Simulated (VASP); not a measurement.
# CaO (Lime) (Fm-3m) in VASP: a series of runs

The runs below take CaO (Lime) through single point, relaxation of the atoms, with PBE.

All numbers are computed with VASP 6.6.1; they aren't measurements. Logs are shortened: lines on timing, memory, paths and dates and some standing lists are left out, and cuts for length are marked.

**1. The cell of the first run**

It takes space group Fm-3m (No. 225, cubic). The conventional cell has a = 4.813 Å, b = 4.813 Å, c = 4.813 Å, α = 90.00°, β = 90.00°, γ = 90.00°. Within 3.2 Å of Ca (site symmetry m-3m) lie 6 O at 2.41 Å. Within 3.2 Å of O (site symmetry m-3m) lie 6 Ca at 2.41 Å.

**2. Single point, PBE**

The input, INCAR:

```
  PREC = Accurate
  ENCUT = 520
  EDIFF = 1E-6
  ISMEAR = -1
  SIGMA = 0.02
  LREAL = F
  LASPH = T
  NELM = 100
  ALGO = Normal
  ISIF = 2
  LWAVE = F
  LCHARG = F
  GGA = PE
  NBANDS = 15
```

The input, KPOINTS:

```
Automatic mesh
0
Gamma
  9 9 9
```

The input, POSCAR:

```
CaO
1.0
    0.0000000000      2.4065000000      2.4065000000
    2.4065000000      0.0000000000      2.4065000000
    2.4065000000      2.4065000000      0.0000000000
Ca O
1 1
Direct
    0.0000000000      0.0000000000      0.0000000000
    0.5000000000      0.5000000000      0.5000000000
```

Potentials or basis: VASP PAW PBE potentials, release 64 (Ca_sv, O).

The run is started by

```sh
$ cat potpaw_PBE.64/Ca_sv/POTCAR potpaw_PBE.64/O/POTCAR > POTCAR
$ mpirun -np 1 vasp_std > vasp.out
```

OUTCAR:

```text
PREC = Accurate
   ENCUT = 520
   EDIFF = 1E-6
   ISMEAR = -1
   LREAL = F
   LASPH = T
   NELM = 100
   ISIF = 2
   GGA = PE

 ion  position               nearest neighbor table
   1  0.000  0.000  0.000-   2 2.41   2 2.41   2 2.41   2 2.41   2 2.41   2 2.41
   2  0.500  0.500  0.500-   1 2.41   1 2.41   1 2.41   1 2.41   1 2.41   1 2.41

  LATTYP: Found a face centered cubic cell.
 ALAT       =     4.8130000000

  Lattice vectors:

 A1 = (   0.0000000000,   2.4065000000,   2.4065000000)
 A2 = (   2.4065000000,   0.0000000000,   2.4065000000)
 A3 = (   2.4065000000,   2.4065000000,   0.0000000000)

Analysis of symmetry for initial positions (statically):
=====================================================================
 Subroutine PRICEL returns:
 Original cell was already a primitive cell.

 Routine SETGRP: Setting up the symmetry group for a
 face centered cubic supercell.

 Subroutine GETGRP returns: Found 48 space group operations
 (whereof 48 operations were pure point group operations)
 out of a pool of 48 trial point group operations.

The static configuration has the point symmetry O_h .

Analysis of symmetry for dynamics (positions and initial velocities):
=====================================================================
 Subroutine PRICEL returns:
 Original cell was already a primitive cell.

 Routine SETGRP: Setting up the symmetry group for a
 face centered cubic supercell.

 Subroutine GETGRP returns: Found 48 space group operations
 (whereof 48 operations were pure point group operations)
 out of a pool of 48 trial point group operations.

The dynamic configuration has the point symmetry O_h .

 Subroutine INISYM returns: Found 48 space group operations
 (whereof 48 operations are pure point group operations),
 and found     1 'primitive' translations

----------------------------------------------------------------------------------------

                                     Primitive cell

  volume of cell :      27.8732

  direct lattice vectors                    reciprocal lattice vectors
     0.000000000  2.406500000  2.406500000    -0.207770621  0.207770621  0.207770621
     2.406500000  0.000000000  2.406500000     0.207770621 -0.207770621  0.207770621
     2.406500000  2.406500000  0.000000000     0.207770621  0.207770621 -0.207770621

  length of vectors
     3.403304938  3.403304938  3.403304938     0.359869272  0.359869272  0.359869272

  position of ions in fractional coordinates (direct lattice)
     0.000000000  0.000000000  0.000000000
     0.500000000  0.500000000  0.500000000

  ion indices of the primitive-cell ions
   primitive index   ion index
                 1           1
                 2           2

----------------------------------------------------------------------------------------

 KPOINTS: Automatic mesh

Automatic generation of k-mesh.
 Grid dimensions read from file:
 generate k-points for:    9    9    9

 Generating k-lattice:

  Cartesian coordinates                     Fractional coordinates (reciprocal lattice)
    -0.023085625  0.023085625  0.023085625     0.111111111  0.000000000  0.000000000
     0.023085625 -0.023085625  0.023085625     0.000000000  0.111111111  0.000000000
     0.023085625  0.023085625 -0.023085625     0.000000000  0.000000000  0.111111111

  Length of vectors
     0.039985475  0.039985475  0.039985475

  Shift w.r.t. Gamma in fractional coordinates (k-lattice)
     0.000000000  0.000000000  0.000000000

 Subroutine IBZKPT returns following result:
 ===========================================

 Found     35 irreducible k-points:

 Following reciprocal coordinates:
            Coordinates               Weight
  0.000000  0.000000  0.000000      1.000000
  0.111111  0.000000  0.000000      8.000000
  0.222222  0.000000  0.000000      8.000000
  0.333333  0.000000  0.000000      8.000000
  0.444444  0.000000  0.000000      8.000000
  0.111111  0.111111  0.000000      6.000000
[... 16 lines left out ...]
 -0.333333  0.333333  0.000000     12.000000
  0.444444  0.444444  0.000000      6.000000
 [... further k-points ...]
   k-points           NKPTS =     35   k-points in BZ     NKDIM =     35   number of bands    NBANDS=     15
   number of dos      NEDOS =    301   number of ions     NIONS =      2
   total plane-waves  NPLWV =  21952
   dimension x,y,z NGX =    28 NGY =   28 NGZ =   28
   dimension x,y,z NGXF=    56 NGYF=   56 NGZF=   56
   ions per type =               1   1
   NGX,Y,Z   is equivalent  to a cutoff of  13.68, 13.68, 13.68 a.u.
   NGXF,Y,Z  is equivalent  to a cutoff of  27.36, 27.36, 27.36 a.u.
 SYSTEM =  unknown system
   PREC   = accura    normal or accurate (medium, high low for compatibility)
   ISTART =      0    job   : 0-new  1-cont  2-samecut
   ICHARG =      2    charge: 1-file 2-atom 10-const
   ISPIN  =      1    spin polarized calculation?
   LNONCOLLINEAR =      F non collinear calculations
   LSORBIT =      F    spin-orbit coupling
   LASPH  =      T    aspherical Exc in radial PAW
   ENCUT  =  520.0 eV  38.22 Ry    6.18 a.u.   6.33  6.33  6.33*2*pi/ulx,y,z
   NELM   =    100;   NELMIN=  2; NELMDL= -5     # of ELM steps
   EDIFF  = 0.1E-05   stopping-criterion for ELM
   LREAL  =      F    real-space projection
   EDIFFG = 0.1E-04   stopping-criterion for IOM
   NSW    =      0    number of steps for IOM
   IBRION =     -1    ionic relax: 0-MD 1-quasi-New 2-CG
   NFREE  =      0    steps in history (QN), initial steepest desc. (CG)
   ISIF   =      2    stress and relaxation
   ISYM   =      2    0-nonsym 1-usesym 2-fastsym
   POTIM  = 0.5000    time-step for ionic-motion
   TEBEG  =    0.0;   TEEND  =   0.0 temperature during run
   PSTRESS=    0.0 pullay stress
   NELECT =      16.0000    total number of electrons
   NUPDOWN=      -1.0000    fix difference up-down
   EMIN   =  10.00;   EMAX   =-10.00  energy-range for DOS
   EFERMI =   0.00;   METHOD = LEGACY
   ISMEAR =    -1;   SIGMA  =   0.02  broadening in eV -4-tet -1-fermi 0-gaus
   EFERMI_NEDOS =   21; number of points for ismear=-14 and -15
   IALGO  =     38    algorithm
   IMIX   =      4    mixing-type and parameters
     AMIX     =   0.40;   BMIX     =  1.00
     AMIX_MAG =   1.60;   BMIX_MAG =  1.00
  volume/ion in A,a.u.               =      13.94        94.05
  Fermi-wavevector in a.u.,A,eV,Ry     =   1.360564  2.571093 25.186211  1.851134
  Thomas-Fermi vector in A             =   2.487215
   LORBIT       =      0    0 simple, 1 ext, 2 COOP (PROOUT), +10 PAW based schemes
   GGA     = PE    functional components
   LHFCALC =     F    Hartree Fock is set to
   AEXX    =    0.0000 exact exchange contribution
   IVDW    =     0    specifies the selected vdW correction
   LEPSILON=     F    determine dielectric tensor
   LRPA    =     F    only Hartree local field effects (RPA)
 non-spin polarized calculation
  energy-cutoff  :      520.00
  volume of cell :       27.87
 maximum number of plane-waves:       766
 NGX is ok and might be reduce to    28
   NGX = 13   NGY = 13   NGZ = 13

 number of electron      15.9999998 magnetization

 Free energy of the ion-electron system (eV)
  ---------------------------------------------------
  ext. energy  EPLUGINS =         0.00000000
  ---------------------------------------------------
  free energy    TOTEN  =       -12.80272671 eV

  energy without entropy =      -12.80272671  energy(sigma->0) =      -12.80272671

 E-fermi :   2.8528     XC(G=0): -10.4553

 val. band max:        2.3269512755   @ k =   0.0000   0.0000   0.0000
 cond. band min:       6.0198386059   @ k =   0.4444   0.4444   0.0000
 fundamental gap:      3.6928873304
 Fermi energy:         2.8527689954

 k-point     1 :       0.0000    0.0000    0.0000
  band No.  band energies     occupation
      1     -35.3273      2.00000
      2     -16.0942      2.00000
      3     -16.0942      2.00000
      4     -16.0942      2.00000
      5     -13.1975      2.00000
      6       2.3270      2.00000
      7       2.3270      2.00000
      8       2.3270      2.00000
      9       7.0064      0.00000
     10       8.5419      0.00000
     11       8.5419      0.00000
     12       8.5419      0.00000
     13      10.0384      0.00000
     14      10.0384      0.00000
     15      17.3729      0.00000

 k-point     2 :       0.1111    0.0000    0.0000
  band No.  band energies     occupation
      1     -35.3156      2.00000
      2     -16.2615      2.00000
      3     -16.1004      2.00000
      4     -16.1004      2.00000
      5     -13.0214      2.00000
      6       1.8926      2.00000
      7       2.1587      2.00000
      8       2.1587      2.00000
      9       7.5602      0.00000
     10       8.5051      0.00000
     11       8.7510      0.00000
     12       8.7510      0.00000
     13      10.3303      0.00000
     14      10.3303      0.00000
     15      17.8450      0.00000

 k-point     3 :       0.2222    0.0000    0.0000
  band No.  band energies     occupation
      1     -35.2858      2.00000
      2     -16.6225      2.00000
      3     -16.1164      2.00000
      4     -16.1164      2.00000
      5     -12.6377      2.00000
      6       1.0179      2.00000
      7       1.7737      2.00000
      8       1.7737      2.00000
      9       8.4954      0.00000
     10       8.8375      0.00000
     11       9.3163      0.00000
     12       9.3163      0.00000
     13      11.0636      0.00000
     14      11.0636      0.00000
     15      18.3276      0.00000
[... 343 lines left out ...]
 k-point    23 :      -0.3333    0.3333    0.0000
  band No.  band energies     occupation
      1     -35.2030      2.00000
      2     -16.7862      2.00000
      3     -16.5144      2.00000
      4     -16.2202      2.00000
      5     -12.4346      2.00000
      6       0.6046      2.00000
      7       1.2029      2.00000
      8       1.3657      2.00000
      9       8.3044      0.00000
     10       9.7174      0.00000
     11      10.9402      0.00000
     12      11.0007      0.00000
     13      12.4078      0.00000
     14      15.6996      0.00000
     15      16.0768      0.00000

 k-point    24 :       0.4444    0.4444    0.0000
  band No.  band energies     occupation
      1     -35.2001      2.00000
      2     -16.6926      2.00000
      3     -16.3120      2.00000
      4     -16.3120      2.00000
      5     -12.9205      2.00000
      6       0.9548      2.00000
      7       1.9516      2.00000
      8       1.9516      2.00000
      9       6.0198      0.00000
     10      10.2743      0.00000
     11      11.1561      0.00000
     12      11.7612      0.00000
     13      11.7612      0.00000
     14      13.3696      0.00000
     15      16.1203      0.00000

 [... further k-points ...]

------------------------ aborting loop because EDIFF is reached ----------------------------------------

  FORCE on cell =-STRESS in cart. coord.  units (eV):
  Direction    XX          YY          ZZ          XY          YZ          ZX
  --------------------------------------------------------------------------------------
  -------------------------------------------------------------------------------------
  Total        0.3050184      0.3050184      0.3050184      0.0000000      0.0000000      0.0000000
  in kB       17.5327072     17.5327072     17.5327072      0.0000000      0.0000000      0.0000000
  external PRESSURE =      17.5327072 kB  Pullay stress =       0.0000000 kB

 VOLUME and BASIS-vectors are now :
 -----------------------------------------------------------------------------
  energy-cutoff  :      520.00
  volume of cell :       27.87
      direct lattice vectors                 reciprocal lattice vectors
     0.000000000  2.406500000  2.406500000    -0.207770621  0.207770621  0.207770621
     2.406500000  0.000000000  2.406500000     0.207770621 -0.207770621  0.207770621
     2.406500000  2.406500000  0.000000000     0.207770621  0.207770621 -0.207770621

 POSITION                                       TOTAL-FORCE (eV/Angst)
 -----------------------------------------------------------------------------------
      0.00000      0.00000      0.00000        -0.000000     -0.000000     -0.000000
      2.40650      2.40650      2.40650         0.000000      0.000000      0.000000
 -----------------------------------------------------------------------------------
    total drift:                                0.000000      0.000000      0.000000

  FREE ENERGIE OF THE ION-ELECTRON SYSTEM (eV)
  ---------------------------------------------------
  free  energy   TOTEN  =       -12.8027267091 eV

  energy  without entropy=      -12.8027267091  energy(sigma->0) =      -12.80272671
```

It took 8.2 s on 1 thread of Intel Xeon 6975P-C (Granite Rapids), shared host; peak memory 0.16 GiB.

Results:

```yaml
Free_energy: -12.8027 eV
Pressure: 1.8 GPa
Band_gap_on_the_k_mesh: 3.69 eV, indirect (least direct gap 4.07 eV)
```

Levels at points of the mesh, in eV from the valence-band top:
```csv
k point,band 5,band 6,band 7,band 8,band 9,band 10,band 11,band 12
"(0.00, 0.00, 0.00)",-15.52,0.00,0.00,0.00,4.68,6.21,6.21,6.21
```

**3. Relaxation of the atoms, PBE**

The input, INCAR:

```
PREC = Accurate ; ENCUT = 520
EDIFF = 1E-6 ; ISMEAR = -1
SIGMA = 0.02 ; LREAL = False
LASPH = True ; NELM = 100
ALGO = Normal ; ISIF = 2
LWAVE = False ; LCHARG = False
GGA = PE ; IBRION = 2
NSW = 80 ; EDIFFG = -0.02
```

KPOINTS is that of step 2.

POSCAR is that of step 2.

Potentials or basis: VASP PAW PBE potentials, release 64 (Ca_sv, O).

The run is started by

```sh
$ cat potpaw_PBE.64/Ca_sv/POTCAR potpaw_PBE.64/O/POTCAR > POTCAR
$ mpirun -np 1 vasp_std > vasp.out
```

Wall time 7.5 s (1 thread of Intel Xeon 6975P-C (Granite Rapids), shared host); peak memory 0.16 GiB.

It converged, with:

```
Free energy             : -12.8027 eV
Pressure after relaxing : 1.8 GPa
Band gap on the k mesh  : 3.69 eV, indirect (least direct gap 4.07 eV)
```

Final structure:
```yaml
crystal:
  lattice:
    - [0.00000, 2.40650, 2.40650]
    - [2.40650, 0.00000, 2.40650]
    - [2.40650, 2.40650, 0.00000]
  atoms:
    - { symbol: Ca, position: [0.00000, 0.00000, 0.00000] }
    - { symbol: O, position: [0.50000, 0.50000, 0.50000] }
```

Levels at points of the mesh, in eV from the valence-band top:
| k point | band 4 | band 5 | band 6 | band 7 | band 8 | band 9 | band 10 | band 11 | band 12 |
| --- | --- | --- | --- | --- | --- | --- | --- | --- | --- |
| (0.00, 0.00, 0.00) | -18.42 | -15.52 | 0.00 | 0.00 | 0.00 | 4.68 | 6.22 | 6.22 | 6.22 |

Caveat: the relaxation stopped at its first step, so nothing moved. A k mesh can miss the band edges.
